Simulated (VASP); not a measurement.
# Si10H5Cl in VASP: notebook

Si10H5Cl is run at these levels: PBEsol; tasks: single point.

All numbers are computed with VASP 6.6.1; they aren't measurements. Logs are shortened: lines on timing, memory, paths and dates and some standing lists are left out, and cuts for length are marked.

## Step 1: The cell of the first run

The cell holds a slab with vacuum, 32 atoms: a = 7.679 Å, b = 7.679 Å, c = 20.254 Å, α = 90.00°, β = 90.00°, γ = 90.00°.

## Step 2: Single point, PBEsol

INCAR reads:

```
ALGO     = Normal         # electronic algorithm
EDIFF    = 1E-7           # SCF threshold, eV
ENCUT    = 520            # plane-wave cutoff, eV
GGA      = PS             # functional
ISIF     = 2              # what is computed and relaxed
ISMEAR   = -1             # smearing method
LASPH    = T              # aspherical terms in the spheres
LCHARG   = F              # write CHGCAR
LREAL    = Auto         
LWAVE    = F              # write WAVECAR
NBANDS   = 74             # bands
NELM     = 80             # most SCF steps
PREC     = Accurate       # precision mode
SIGMA    = 0.02           # smearing width, eV
```

KPOINTS reads:

```
k-points
0
Gamma
  2 2 1
```

POSCAR reads:

```
Si10H5Cl
1.0
    7.6791800000      0.0000000000      0.0000000000
    0.0000000000      7.6791800000      0.0000000000
    0.0000000000      0.0000000000     20.2543620000
H Si Cl
10 20 2
Direct
    0.4093920184      0.0000000000      0.0493720809
    0.0906079816      0.0000000000      0.0493720809
    0.9093920184      0.0000000000      0.0493720809
    0.5906079816      0.0000000000      0.0493720809
    0.4093920184      0.5000000000      0.0493720809
    0.0906079816      0.5000000000      0.0493720809
    0.9093920184      0.5000000000      0.0493720809
    0.5906079816      0.5000000000      0.0493720809
    0.2498149542      0.4720523545      0.4223067604
    0.7498977755      0.4723764777      0.4222500812
    0.2500000000      0.0000000000      0.0921036170
    0.7500000000      0.0000000000      0.0921036170
    0.2500000000      0.5000000000      0.0921036170
    0.7500000000      0.5000000000      0.0921036170
    0.2497355186      0.2500485729      0.1555715752
    0.7496636360      0.2500830818      0.1555459017
    0.2500119804      0.7499686164      0.1610264989
    0.7500227889      0.7499216062      0.1610149952
   -0.0003139658      0.2518696007      0.2200122127
    0.4997857844      0.2518330082      0.2200758039
    0.0000243516      0.7497551822      0.2299504670
    0.5000781333      0.7497984160      0.2299678459
    0.0003433960      0.0119370818      0.2915361639
    0.5003126636      0.0118986663      0.2916405859
    0.0000842538      0.4890855534      0.2926419998
    0.5000556049      0.4891481903      0.2926771527
    0.2502940418      0.0953920861      0.3505349613
    0.7504660654      0.0953901328      0.3505657695
    0.2501031360      0.4090224477      0.3520542390
    0.7501113400      0.4090543522      0.3520362675
    0.7503668360     -0.0017978482      0.4463324986
    0.2498593600     -0.0012979250      0.4463809820
```

Potentials or basis: VASP PAW PBE potentials, release 64 (H, Si, Cl).

Started as:

```sh
$ cat potpaw_PBE.64/H/POTCAR potpaw_PBE.64/Si/POTCAR potpaw_PBE.64/Cl/POTCAR > POTCAR
$ mpirun -np 1 vasp_std > vasp.out
```

OUTCAR:

```text
EDIFF = 1E-7
   ENCUT = 520
   GGA = PS
   ISIF = 2
   ISMEAR = -1
   LASPH = T
   LREAL = Auto
   NELM = 80
   PREC = Accurate

 ion  position               nearest neighbor table
   1  0.409  0.000  0.049-  11 1.50
   2  0.091  0.000  0.049-  11 1.50
   3  0.909  0.000  0.049-  12 1.50
   4  0.591  0.000  0.049-  12 1.50
   5  0.409  0.500  0.049-  13 1.50
   6  0.091  0.500  0.049-  13 1.50
   7  0.909  0.500  0.049-  14 1.50
   8  0.591  0.500  0.049-  14 1.50
   9  0.250  0.472  0.422-  29 1.50
  10  0.750  0.472  0.422-  30 1.50
  11  0.250  0.000  0.092-   1 1.50   2 1.50  15 2.31  17 2.37
  12  0.750  0.000  0.092-   3 1.50   4 1.50  16 2.31  18 2.37
  13  0.250  0.500  0.092-   5 1.50   6 1.50  15 2.31  17 2.37
  14  0.750  0.500  0.092-   7 1.50   8 1.50  16 2.31  18 2.37
  15  0.250  0.250  0.156-  13 2.31  11 2.31  19 2.32  20 2.32
  16  0.750  0.250  0.156-  14 2.31  12 2.31  20 2.32  19 2.32
[... 12 lines left out ...]
  29  0.250  0.409  0.352-   9 1.50  26 2.35  25 2.35  27 2.41
  30  0.750  0.409  0.352-  10 1.50  25 2.35  26 2.35  28 2.41
  31  0.750  0.998  0.446-  28 2.08
  32  0.250  0.999  0.446-  27 2.08

  LATTYP: Found a simple tetragonal cell.
 ALAT       =     7.6791800000
 C/A-ratio  =     2.6375683341

  Lattice vectors:

 A1 = (   7.6791800000,   0.0000000000,   0.0000000000)
 A2 = (   0.0000000000,   7.6791800000,   0.0000000000)
 A3 = (   0.0000000000,   0.0000000000,  20.2543620000)

Analysis of symmetry for initial positions (statically):
=====================================================================
 Subroutine PRICEL returns:
 Original cell was already a primitive cell.

 Routine SETGRP: Setting up the symmetry group for a
 simple tetragonal supercell.

 Subroutine GETGRP returns: Found  1 space group operations
 (whereof  1 operations were pure point group operations)
 out of a pool of 16 trial point group operations.

The static configuration has the point symmetry C_1 .

Analysis of symmetry for dynamics (positions and initial velocities):
=====================================================================
 Subroutine PRICEL returns:
 Original cell was already a primitive cell.

 Routine SETGRP: Setting up the symmetry group for a
 simple tetragonal supercell.

 Subroutine GETGRP returns: Found  1 space group operations
 (whereof  1 operations were pure point group operations)
 out of a pool of 16 trial point group operations.

The dynamic configuration has the point symmetry C_1 .

 Subroutine INISYM returns: Found  1 space group operations
 (whereof  1 operations are pure point group operations),
 and found     1 'primitive' translations

----------------------------------------------------------------------------------------

                                     Primitive cell

  volume of cell :    1194.3958

  direct lattice vectors                    reciprocal lattice vectors
     7.679180000  0.000000000  0.000000000     0.130222237  0.000000000  0.000000000
     0.000000000  7.679180000  0.000000000     0.000000000  0.130222237  0.000000000
     0.000000000  0.000000000 20.254362000     0.000000000  0.000000000  0.049372081

  length of vectors
     7.679180000  7.679180000 20.254362000     0.130222237  0.130222237  0.049372081

  position of ions in fractional coordinates (direct lattice)
     0.409392018  0.000000000  0.049372081
     0.090607982  0.000000000  0.049372081
     0.909392018  0.000000000  0.049372081
     0.590607982  0.000000000  0.049372081
     0.409392018  0.500000000  0.049372081
     0.090607982  0.500000000  0.049372081
[... 24 lines left out ...]
     0.750366836  0.998202152  0.446332499
     0.249859360  0.998702075  0.446380982

  ion indices of the primitive-cell ions
   primitive index   ion index
                 1           1
                 2           2
                 3           3
                 4           4
                 5           5
                 6           6
[... 24 lines left out ...]
                31          31
                32          32

----------------------------------------------------------------------------------------

 KPOINTS: k-points

Automatic generation of k-mesh.
 Grid dimensions read from file:
 generate k-points for:    2    2    1

 Generating k-lattice:

  Cartesian coordinates                     Fractional coordinates (reciprocal lattice)
     0.065111119  0.000000000  0.000000000     0.500000000  0.000000000  0.000000000
     0.000000000  0.065111119  0.000000000     0.000000000  0.500000000  0.000000000
     0.000000000  0.000000000  0.049372081     0.000000000  0.000000000  1.000000000

  Length of vectors
     0.065111119  0.065111119  0.049372081

  Shift w.r.t. Gamma in fractional coordinates (k-lattice)
     0.000000000  0.000000000  0.000000000

 Subroutine IBZKPT returns following result:
 ===========================================

 Found      4 irreducible k-points:

 Following reciprocal coordinates:
            Coordinates               Weight
  0.000000  0.000000  0.000000      1.000000
  0.500000  0.000000  0.000000      1.000000
  0.000000  0.500000  0.000000      1.000000
  0.500000  0.500000  0.000000      1.000000
   k-points           NKPTS =      4   k-points in BZ     NKDIM =      4   number of bands    NBANDS=     74
   number of dos      NEDOS =    301   number of ions     NIONS =     32
   total plane-waves  NPLWV = 576000
   dimension x,y,z NGX =    60 NGY =   60 NGZ =  160
   dimension x,y,z NGXF=   120 NGYF=  120 NGZF=  320
   ions per type =              10  20   2
   NGX,Y,Z   is equivalent  to a cutoff of  12.99, 12.99, 13.13 a.u.
   NGXF,Y,Z  is equivalent  to a cutoff of  25.98, 25.98, 26.27 a.u.
 SYSTEM =  unknown system
   PREC   = accura    normal or accurate (medium, high low for compatibility)
   ISTART =      0    job   : 0-new  1-cont  2-samecut
   ICHARG =      2    charge: 1-file 2-atom 10-const
   ISPIN  =      1    spin polarized calculation?
   LNONCOLLINEAR =      F non collinear calculations
   LSORBIT =      F    spin-orbit coupling
   LASPH  =      T    aspherical Exc in radial PAW
   ENCUT  =  520.0 eV  38.22 Ry    6.18 a.u.  14.28 14.28 37.66*2*pi/ulx,y,z
   NELM   =     80;   NELMIN=  2; NELMDL= -5     # of ELM steps
   EDIFF  = 0.1E-06   stopping-criterion for ELM
   LREAL  =      T    real-space projection
   EDIFFG = 0.1E-05   stopping-criterion for IOM
   NSW    =      0    number of steps for IOM
   IBRION =     -1    ionic relax: 0-MD 1-quasi-New 2-CG
   NFREE  =      0    steps in history (QN), initial steepest desc. (CG)
   ISIF   =      2    stress and relaxation
   ISYM   =      2    0-nonsym 1-usesym 2-fastsym
   POTIM  = 0.5000    time-step for ionic-motion
   TEBEG  =    0.0;   TEEND  =   0.0 temperature during run
   PSTRESS=    0.0 pullay stress
   NELECT =     104.0000    total number of electrons
   NUPDOWN=      -1.0000    fix difference up-down
   EMIN   =  10.00;   EMAX   =-10.00  energy-range for DOS
   EFERMI =   0.00;   METHOD = LEGACY
   ISMEAR =    -1;   SIGMA  =   0.02  broadening in eV -4-tet -1-fermi 0-gaus
   EFERMI_NEDOS =   21; number of points for ismear=-14 and -15
   IALGO  =     38    algorithm
   IMIX   =      4    mixing-type and parameters
     AMIX     =   0.40;   BMIX     =  1.00
     AMIX_MAG =   1.60;   BMIX_MAG =  1.00
  volume/ion in A,a.u.               =      37.32       251.88
  Fermi-wavevector in a.u.,A,eV,Ry     =   0.725610  1.371204  7.163599  0.526510
  Thomas-Fermi vector in A             =   1.816375
   LORBIT       =      0    0 simple, 1 ext, 2 COOP (PROOUT), +10 PAW based schemes
   GGA     = PS    functional components
   LHFCALC =     F    Hartree Fock is set to
   AEXX    =    0.0000 exact exchange contribution
   IVDW    =     0    specifies the selected vdW correction
   LEPSILON=     F    determine dielectric tensor
   LRPA    =     F    only Hartree local field effects (RPA)
 non-spin polarized calculation
  energy-cutoff  :      520.00
  volume of cell :     1194.40
 maximum number of plane-waves:     32216
 NGX is ok and might be reduce to    60
   NGX = 29   NGY = 29   NGZ = 75

 number of electron     104.0000007 magnetization

 Free energy of the ion-electron system (eV)
  ---------------------------------------------------
  ext. energy  EPLUGINS =         0.00000000
  ---------------------------------------------------
  free energy    TOTEN  =      -150.86917817 eV

  energy without entropy =     -150.86917817  energy(sigma->0) =     -150.86917817

 E-fermi :  -0.8057     XC(G=0):  -4.4905

 val. band max:       -1.2751899290   @ k =   0.0000   0.5000   0.0000
 cond. band min:      -0.1211594382   @ k =   0.0000   0.0000   0.0000
 fundamental gap:      1.1540304909
 Fermi energy:        -0.8057422277

 k-point     1 :       0.0000    0.0000    0.0000
  band No.  band energies     occupation
      1     -16.7267      2.00000
      2     -16.6055      2.00000
      3     -12.4980      2.00000
      4     -11.3826      2.00000
      5     -10.6623      2.00000
      6     -10.5943      2.00000
[... 56 lines left out ...]
     63       1.5276      0.00000
     64       1.8998      0.00000

 k-point     2 :       0.5000    0.0000    0.0000
  band No.  band energies     occupation
      1     -16.6674      2.00000
      2     -16.6663      2.00000
      3     -11.9710      2.00000
      4     -11.9699      2.00000
      5     -10.9261      2.00000
      6     -10.9254      2.00000
[... 56 lines left out ...]
     63       1.9897      0.00000
     64       1.9907      0.00000

 k-point     3 :       0.0000    0.5000    0.0000
  band No.  band energies     occupation
      1     -16.7264      2.00000
      2     -16.6053      2.00000
      3     -12.1934      2.00000
      4     -11.7031      2.00000
      5     -11.0973      2.00000
      6     -10.4852      2.00000
[... 56 lines left out ...]
     63       1.9210      0.00000
     64       2.0776      0.00000

 k-point     4 :       0.5000    0.5000    0.0000
  band No.  band energies     occupation
      1     -16.6672      2.00000
      2     -16.6661      2.00000
      3     -11.6560      2.00000
      4     -11.6550      2.00000
      5     -11.1899      2.00000
      6     -11.1888      2.00000
[... 56 lines left out ...]
     63       2.5511      0.00000
     64       2.5521      0.00000
 [bands above 64 left out]

------------------------ aborting loop because EDIFF is reached ----------------------------------------

  FORCE on cell =-STRESS in cart. coord.  units (eV):
  Direction    XX          YY          ZZ          XY          YZ          ZX
  --------------------------------------------------------------------------------------
  -------------------------------------------------------------------------------------
  Total       14.3277073     -0.9240287      0.3624677      0.0081787     -0.0194506     -0.0367875
  in kB       19.2193643     -1.2395035      0.4862187      0.0109710     -0.0260912     -0.0493472
  external PRESSURE =       6.1553598 kB  Pullay stress =       0.0000000 kB

 VOLUME and BASIS-vectors are now :
 -----------------------------------------------------------------------------
  energy-cutoff  :      520.00
  volume of cell :     1194.40
      direct lattice vectors                 reciprocal lattice vectors
     7.679180000  0.000000000  0.000000000     0.130222237  0.000000000  0.000000000
     0.000000000  7.679180000  0.000000000     0.000000000  0.130222237  0.000000000
     0.000000000  0.000000000 20.254362000     0.000000000  0.000000000  0.049372081

 POSITION                                       TOTAL-FORCE (eV/Angst)
 -----------------------------------------------------------------------------------
      3.14379      0.00000      1.00000        -0.482692     -0.077785     -0.042136
      0.69580      0.00000      1.00000         0.483141     -0.079883     -0.043457
      6.98338      0.00000      1.00000        -0.482603     -0.077338     -0.041956
      4.53539      0.00000      1.00000         0.483116     -0.080285     -0.043631
      3.14379      3.83959      1.00000        -0.481315      0.081505     -0.046326
      0.69580      3.83959      1.00000         0.481468      0.083492     -0.047110
[... 24 lines left out ...]
      5.76220      7.66537      9.04018        -0.001248      0.009486     -0.015685
      1.91872      7.66921      9.04116         0.000689      0.006443     -0.018239
 -----------------------------------------------------------------------------------
    total drift:                                0.003538     -0.003410     -0.036473

  FREE ENERGIE OF THE ION-ELECTRON SYSTEM (eV)
  ---------------------------------------------------
  free  energy   TOTEN  =      -150.8691781653 eV

  energy  without entropy=     -150.8691781653  energy(sigma->0) =     -150.86917817
```

Wall time 22 min (1 thread of Intel Xeon Platinum 8375C at 2.90GHz (Ice Lake), shared host); peak memory 1.2 GiB.

Results:

- Free energy: -150.8692 eV
- Largest force: 0.492 eV/Å
- Band gap on the k mesh: 1.15 eV

Forces on the atoms (eV/Å):
```
H   -0.483 -0.078 -0.042
H    0.483 -0.080 -0.043
H   -0.483 -0.077 -0.042
H    0.483 -0.080 -0.044
H   -0.481  0.082 -0.046
H    0.481  0.083 -0.047
H   -0.481  0.081 -0.046
H    0.481  0.084 -0.047
H    0.001  0.002  0.009
H    0.002  0.001  0.011
Si  -0.001 -0.259  0.084
Si  -0.002 -0.261  0.083
Si   0.000  0.250  0.068
Si  -0.002  0.252  0.063
Si   0.007  0.009 -0.004
Si   0.006  0.004 -0.001
Si   0.003 -0.001 -0.004
Si   0.000  0.004 -0.003
Si   0.005 -0.006 -0.002
Si  -0.005 -0.007 -0.002
Si   0.001  0.000  0.002
Si  -0.003  0.001  0.003
Si  -0.004  0.004  0.004
Si   0.006  0.006 -0.003
Si   0.000  0.013 -0.001
Si   0.002  0.011 -0.005
Si  -0.003 -0.025  0.050
Si  -0.008 -0.028  0.045
Si  -0.004 -0.001 -0.004
Si  -0.001  0.000  0.000
Cl  -0.001  0.009 -0.016
Cl   0.001  0.006 -0.018
```

Levels at points of the mesh, in eV from the valence-band top:
| k point | band 49 | band 50 | band 51 | band 52 | band 53 | band 54 | band 55 | band 56 |
| --- | --- | --- | --- | --- | --- | --- | --- | --- |
| (0.00, 0.00, 0.00) | -0.66 | -0.52 | -0.39 | -0.19 | 1.15 | 1.56 | 1.57 | 2.03 |
| (0.50, 0.00, 0.00) | -0.68 | -0.68 | -0.42 | -0.42 | 2.04 | 2.04 | 2.42 | 2.43 |
| (0.00, 0.50, 0.00) | -1.04 | -0.95 | -0.30 | 0.00 | 1.39 | 1.77 | 2.19 | 2.24 |
| (0.50, 0.50, 0.00) | -1.10 | -1.10 | -0.77 | -0.77 | 2.27 | 2.27 | 2.34 | 2.34 |

Caveat: the PAW data sets were made with another functional, which shifts forces and pressure a little.

(Part 1 of 4 ends here.)
